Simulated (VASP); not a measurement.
# TaH2Br3 (P3m1) in VASP: single point with PBE

Aim: the single point of TaH2Br3 with PBE.

Everything below comes from runs of VASP 6.6.1. Logs are shortened: lines on timing, memory, paths and dates and some standing lists are left out, and cuts for length are marked.

### Step 1. The cell of the first run

The structure is trigonal, space group P3m1 (No. 156). Conventional cell: a = 3.229 Å, b = 3.229 Å, c = 13.476 Å, α = 90.00°, β = 90.00°, γ = 120.00°. Ta (site symmetry 3m) has 3 H at 2.68 Å and 6 Ta at 3.23 Å and 1 Br at 3.42 Å within 3.5 Å. H (site symmetry 3m) has 6 Br at 2.40 Å and 6 H at 3.23 Å within 3.3 Å. H (site symmetry 3m) has 3 Br at 2.39 Å and 3 Ta at 2.68 Å and 6 H at 3.23 Å within 3.3 Å. Br (site symmetry 3m) has 3 H at 2.40 Å and 7 Br at 3.03 to 3.23 Å within 3.3 Å. Within 3.3 Å of Br (site symmetry 3m) lie 3 H at 2.40 Å and 7 Br at 3.03 to 3.23 Å. Br (site symmetry 3m) has 3 H at 2.39 Å and 6 Br at 3.23 Å and 1 Ta at 3.42 Å within 3.5 Å.

The cell was generated, and may not be a known phase.

### Step 2. Single point, PBE

File INCAR:

```
PREC = Accurate ; ENCUT = 520
EDIFF = 1E-6 ; ISMEAR = 0
SIGMA = 0.1 ; LREAL = F
LASPH = T ; NELM = 100
ALGO = Normal ; ISIF = 2
LWAVE = F ; LCHARG = F
GGA = PE ; NBANDS = 26
```

File KPOINTS:

```
regular mesh
0
Gamma
  6 6 2
```

File POSCAR:

```
TaH2Br3
1.0
    3.2293536200      0.0000000000      0.0000000000
   -1.6146768100      2.7967022700      0.0000000000
    0.0000000000      0.0000000000     13.4763887900
Ta H Br
1 2 3
Direct
    0.3333333300      0.6666666700      0.1190370000
    0.3333333300      0.6666666700      0.7488420000
    0.6666666700      0.3333333300      0.2620630000
    0.6666666700      0.3333333300      0.8612840200
    0.6666666700      0.3333333300      0.6362540100
    0.3333333300      0.6666666700      0.3725189900
```

Potentials or basis: VASP PAW PBE potentials, release 64 (Ta_pv, H, Br).

The run is started by

```console
$ cat potpaw_PBE.64/Ta_pv/POTCAR potpaw_PBE.64/H/POTCAR potpaw_PBE.64/Br/POTCAR > POTCAR
$ mpirun -np 1 vasp_std > vasp.out
```

OUTCAR:

```text
PREC = Accurate
   ENCUT = 520
   EDIFF = 1E-6
   ISMEAR = 0
   LREAL = F
   LASPH = T
   NELM = 100
   ISIF = 2
   GGA = PE

 ion  position               nearest neighbor table
   1  0.333  0.667  0.119-
   2  0.333  0.667  0.749-
   3  0.667  0.333  0.262-
   4  0.667  0.333  0.861-
   5  0.667  0.333  0.636-
   6  0.333  0.667  0.373-

  LATTYP: Found a hexagonal cell.
 ALAT       =     3.2293536200
 C/A-ratio  =     4.1730917006

  Lattice vectors:

 A1 = (   3.2293536200,   0.0000000000,   0.0000000000)
 A2 = (  -1.6146768100,   2.7967022700,   0.0000000000)
 A3 = (   0.0000000000,   0.0000000000,  13.4763887900)

Analysis of symmetry for initial positions (statically):
=====================================================================
 Subroutine PRICEL returns:
 Original cell was already a primitive cell.

 Routine SETGRP: Setting up the symmetry group for a
 hexagonal supercell.

 Subroutine GETGRP returns: Found  6 space group operations
 (whereof  6 operations were pure point group operations)
 out of a pool of 24 trial point group operations.

The static configuration has the point symmetry C_3v.

Analysis of symmetry for dynamics (positions and initial velocities):
=====================================================================
 Subroutine PRICEL returns:
 Original cell was already a primitive cell.

 Routine SETGRP: Setting up the symmetry group for a
 hexagonal supercell.

 Subroutine GETGRP returns: Found  6 space group operations
 (whereof  6 operations were pure point group operations)
 out of a pool of 24 trial point group operations.

The dynamic configuration has the point symmetry C_3v.

 Subroutine INISYM returns: Found  6 space group operations
 (whereof  6 operations are pure point group operations),
 and found     1 'primitive' translations

----------------------------------------------------------------------------------------

                                     Primitive cell

  volume of cell :     121.7126

  direct lattice vectors                    reciprocal lattice vectors
     3.229353620  0.000000000  0.000000000     0.309659492  0.178781991  0.000000000
    -1.614676810  2.796702270  0.000000000     0.000000000  0.357563982  0.000000000
     0.000000000  0.000000000 13.476388790     0.000000000  0.000000000  0.074203855

  length of vectors
     3.229353620  3.229353618 13.476388790     0.357563982  0.357563982  0.074203855

  position of ions in fractional coordinates (direct lattice)
     0.333333330  0.666666670  0.119037000
     0.333333330  0.666666670  0.748842000
     0.666666670  0.333333330  0.262063000
     0.666666670  0.333333330  0.861284020
     0.666666670  0.333333330  0.636254010
     0.333333330  0.666666670  0.372518990

  ion indices of the primitive-cell ions
   primitive index   ion index
                 1           1
                 2           2
                 3           3
                 4           4
                 5           5
                 6           6

----------------------------------------------------------------------------------------

 KPOINTS: regular mesh

Automatic generation of k-mesh.
 Grid dimensions read from file:
 generate k-points for:    6    6    2

 Generating k-lattice:

  Cartesian coordinates                     Fractional coordinates (reciprocal lattice)
     0.051609915  0.029796998  0.000000000     0.166666667  0.000000000  0.000000000
     0.000000000  0.059593997  0.000000000     0.000000000  0.166666667  0.000000000
     0.000000000  0.000000000  0.037101928     0.000000000  0.000000000  0.500000000

  Length of vectors
     0.059593997  0.059593997  0.037101928

  Shift w.r.t. Gamma in fractional coordinates (k-lattice)
     0.000000000  0.000000000  0.000000000

 Subroutine IBZKPT returns following result:
 ===========================================

 Found     14 irreducible k-points:

 Following reciprocal coordinates:
            Coordinates               Weight
  0.000000  0.000000  0.000000      1.000000
  0.166667 -0.000000  0.000000      6.000000
  0.333333 -0.000000  0.000000      6.000000
  0.500000 -0.000000  0.000000      3.000000
  0.166667  0.166667  0.000000      6.000000
  0.333333  0.166667  0.000000     12.000000
  0.333333  0.333333  0.000000      2.000000
  0.000000  0.000000  0.500000      1.000000
  0.166667 -0.000000  0.500000      6.000000
  0.333333 -0.000000  0.500000      6.000000
  0.500000 -0.000000  0.500000      3.000000
  0.166667  0.166667  0.500000      6.000000
  0.333333  0.166667  0.500000     12.000000
  0.333333  0.333333  0.500000      2.000000
   k-points           NKPTS =     14   k-points in BZ     NKDIM =     14   number of bands    NBANDS=     26
   number of dos      NEDOS =    301   number of ions     NIONS =      6
   total plane-waves  NPLWV =  57600
   dimension x,y,z NGX =    24 NGY =   24 NGZ =  100
   dimension x,y,z NGXF=    48 NGYF=   48 NGZF=  200
   ions per type =               1   2   3
   NGX,Y,Z   is equivalent  to a cutoff of  12.36, 12.36, 12.34 a.u.
   NGXF,Y,Z  is equivalent  to a cutoff of  24.71, 24.71, 24.67 a.u.
 SYSTEM =  unknown system
   PREC   = accura    normal or accurate (medium, high low for compatibility)
   ISTART =      0    job   : 0-new  1-cont  2-samecut
   ICHARG =      2    charge: 1-file 2-atom 10-const
   ISPIN  =      1    spin polarized calculation?
   LNONCOLLINEAR =      F non collinear calculations
   LSORBIT =      F    spin-orbit coupling
   LASPH  =      T    aspherical Exc in radial PAW
   ENCUT  =  520.0 eV  38.22 Ry    6.18 a.u.   6.00  6.00 25.06*2*pi/ulx,y,z
   NELM   =    100;   NELMIN=  2; NELMDL= -5     # of ELM steps
   EDIFF  = 0.1E-05   stopping-criterion for ELM
   LREAL  =      F    real-space projection
   EDIFFG = 0.1E-04   stopping-criterion for IOM
   NSW    =      0    number of steps for IOM
   IBRION =     -1    ionic relax: 0-MD 1-quasi-New 2-CG
   NFREE  =      0    steps in history (QN), initial steepest desc. (CG)
   ISIF   =      2    stress and relaxation
   ISYM   =      2    0-nonsym 1-usesym 2-fastsym
   POTIM  = 0.5000    time-step for ionic-motion
   TEBEG  =    0.0;   TEEND  =   0.0 temperature during run
   PSTRESS=    0.0 pullay stress
   NELECT =      34.0000    total number of electrons
   NUPDOWN=      -1.0000    fix difference up-down
   EMIN   =  10.00;   EMAX   =-10.00  energy-range for DOS
   EFERMI =   0.00;   METHOD = LEGACY
   ISMEAR =     0;   SIGMA  =   0.10  broadening in eV -4-tet -1-fermi 0-gaus
   EFERMI_NEDOS =   21; number of points for ismear=-14 and -15
   IALGO  =     38    algorithm
   IMIX   =      4    mixing-type and parameters
     AMIX     =   0.40;   BMIX     =  1.00
     AMIX_MAG =   1.60;   BMIX_MAG =  1.00
  volume/ion in A,a.u.               =      20.29       136.89
  Fermi-wavevector in a.u.,A,eV,Ry     =   1.070178  2.022343 15.582493  1.145281
  Thomas-Fermi vector in A             =   2.205880
   LORBIT       =      0    0 simple, 1 ext, 2 COOP (PROOUT), +10 PAW based schemes
   GGA     = PE    functional components
   LHFCALC =     F    Hartree Fock is set to
   AEXX    =    0.0000 exact exchange contribution
   IVDW    =     0    specifies the selected vdW correction
   LEPSILON=     F    determine dielectric tensor
   LRPA    =     F    only Hartree local field effects (RPA)
 non-spin polarized calculation
 Gauss-broadening in eV      SIGMA  =   0.10
  energy-cutoff  :      520.00
  volume of cell :      121.71
 maximum number of plane-waves:      3306
   NGX = 13   NGY = 13   NGZ = 51

 number of electron      34.0000001 magnetization

 Free energy of the ion-electron system (eV)
  ---------------------------------------------------
  ext. energy  EPLUGINS =         0.00000000
  ---------------------------------------------------
  free energy    TOTEN  =       -17.21668033 eV

  energy without entropy =      -17.17387325  energy(sigma->0) =      -17.19527679

 E-fermi :   1.8694     XC(G=0):  -9.2949

 val. band max:        1.8682056464   @ k =   0.3333   0.1667   0.5000
 cond. band min:       1.8791462133   @ k =   0.5000  -0.0000   0.5000
 fundamental gap:      0.0109405668
 Fermi energy:         1.8693765323

 k-point     1 :       0.0000    0.0000    0.0000
  band No.  band energies     occupation
      1     -33.9817      2.00000
      2     -33.1920      2.00000
      3     -33.1920      2.00000
      4     -13.8915      2.00000
      5     -13.5598      2.00000
      6     -13.1300      2.00000
[... 18 lines left out ...]
     25      10.0079      0.00000
     26      11.2657      0.00000

 k-point     2 :       0.1667   -0.0000    0.0000
  band No.  band energies     occupation
      1     -33.9717      2.00000
      2     -33.2729      2.00000
      3     -33.2115      2.00000
      4     -13.6014      2.00000
      5     -13.2837      2.00000
      6     -12.8656      2.00000
[... 18 lines left out ...]
     25       9.9365      0.00000
     26      11.2620      0.00000

 k-point     3 :       0.3333   -0.0000    0.0000
  band No.  band energies     occupation
      1     -33.9517      2.00000
      2     -33.4315      2.00000
      3     -33.2504      2.00000
      4     -12.9129      2.00000
      5     -12.6356      2.00000
      6     -12.2517      2.00000
[... 18 lines left out ...]
     25       9.1883      0.00000
     26       9.8531      0.00000

 k-point     4 :       0.5000   -0.0000    0.0000
  band No.  band energies     occupation
      1     -33.9416      2.00000
      2     -33.5092      2.00000
      3     -33.2697      2.00000
      4     -12.4861      2.00000
      5     -12.2407      2.00000
      6     -11.8836      2.00000
[... 18 lines left out ...]
     25       7.9318      0.00000
     26       8.7477      0.00000
[... 206 lines left out ...]
      1     -33.9567      2.00000
      2     -33.3772      2.00000
      3     -33.2561      2.00000
      4     -13.1044      2.00000
      5     -12.8154      2.00000
      6     -12.4197      2.00000
[... 18 lines left out ...]
     25      10.2809      0.00000
     26      10.7689      0.00000

 k-point    13 :       0.3333    0.1667    0.5000
  band No.  band energies     occupation
      1     -33.9416      2.00000
      2     -33.4693      2.00000
      3     -33.3110      2.00000
      4     -12.5008      2.00000
      5     -12.2535      2.00000
      6     -11.8939      2.00000
[... 18 lines left out ...]
     25       8.3972      0.00000
     26       9.4237      0.00000

 k-point    14 :       0.3333    0.3333    0.5000
  band No.  band energies     occupation
      1     -33.9366      2.00000
      2     -33.4156      2.00000
      3     -33.4146      2.00000
      4     -12.2791      2.00000
      5     -12.0490      2.00000
      6     -11.7039      2.00000
[... 18 lines left out ...]
     25       9.1044      0.00000
     26       9.2701      0.00000

------------------------ aborting loop because EDIFF is reached ----------------------------------------

  FORCE on cell =-STRESS in cart. coord.  units (eV):
  Direction    XX          YY          ZZ          XY          YZ          ZX
  --------------------------------------------------------------------------------------
  -------------------------------------------------------------------------------------
  Total       -3.6765091     -3.6765091     -7.1801560     -0.0000000      0.0000000      0.0000000
  in kB      -48.3961552    -48.3961551    -94.5168174     -0.0000000      0.0000000      0.0000000
  external PRESSURE =     -63.7697093 kB  Pullay stress =       0.0000000 kB

 VOLUME and BASIS-vectors are now :
 -----------------------------------------------------------------------------
  energy-cutoff  :      520.00
  volume of cell :      121.71
      direct lattice vectors                 reciprocal lattice vectors
     3.229353620  0.000000000  0.000000000     0.309659492  0.178781991  0.000000000
    -1.614676810  2.796702270  0.000000000     0.000000000  0.357563982  0.000000000
     0.000000000  0.000000000 13.476388790     0.000000000  0.000000000  0.074203855

 POSITION                                       TOTAL-FORCE (eV/Angst)
 -----------------------------------------------------------------------------------
     -0.00000      1.86447      1.60419         0.000000     -0.000000      1.671348
     -0.00000      1.86447     10.09169         0.000000     -0.000000     -0.264954
      1.61468      0.93223      3.53166         0.000000     -0.000000     -1.695499
      1.61468      0.93223     11.60700        -0.000000      0.000000      0.911810
      1.61468      0.93223      8.57441        -0.000000     -0.000000      0.020830
     -0.00000      1.86447      5.02021        -0.000000      0.000000     -0.643535
 -----------------------------------------------------------------------------------
    total drift:                               -0.000006      0.000003      0.000144

  FREE ENERGIE OF THE ION-ELECTRON SYSTEM (eV)
  ---------------------------------------------------
  free  energy   TOTEN  =       -17.2166803300 eV

  energy  without entropy=      -17.1738732504  energy(sigma->0) =      -17.19527679
```

It took 99 s on 1 thread of Intel Xeon 8259CL, shared host; peak memory 0.24 GiB.

What came out:

| Item | Value |
| --- | --- |
| Free energy | -17.2167 eV |
| Pressure | -6.4 GPa |
| Largest force | 1.695 eV/Å |
| Band gap on the k mesh | zero (bands 17 and 18 overlap by 0.86 eV) |

Forces in eV/Å, atoms in the order of the input:
```
Ta   0.000  0.000  1.671
H    0.000  0.000 -0.265
H    0.000  0.000 -1.695
Br   0.000  0.000  0.912
Br   0.000  0.000  0.021
Br   0.000  0.000 -0.644
```

Levels at points of the mesh, in eV from the Fermi level:
```
           k point  band 14  band 15  band 16  band 17  band 18  band 19  band 20  band 21
(0.00, 0.00, 0.00)     0.45     0.45     0.55     0.55     0.73     0.73     0.84     2.03
(0.50, 0.00, 0.00)    -1.02    -0.79    -0.78    -0.47     0.12     0.60     1.07     1.54
(0.00, 0.00, 0.50)     0.43     0.45     0.45     0.55     0.55     0.73     0.73     2.16
(0.50, 0.00, 0.50)    -1.02    -0.79    -0.72    -0.47     0.01     0.71     1.05     1.54
```

Caveat: the k points lie up to 0.37 Å⁻¹ apart, too coarse for converged energies and pressures of a metal; spin-orbit coupling is left out, which moves the levels of the heavy elements; this functional lacks dispersion, which binds layers or chains, so the pressure and a relaxed spacing across them are unreliable; forces of over 1 eV/Å act on the atoms, so gaps and moduli don't describe the material at rest.
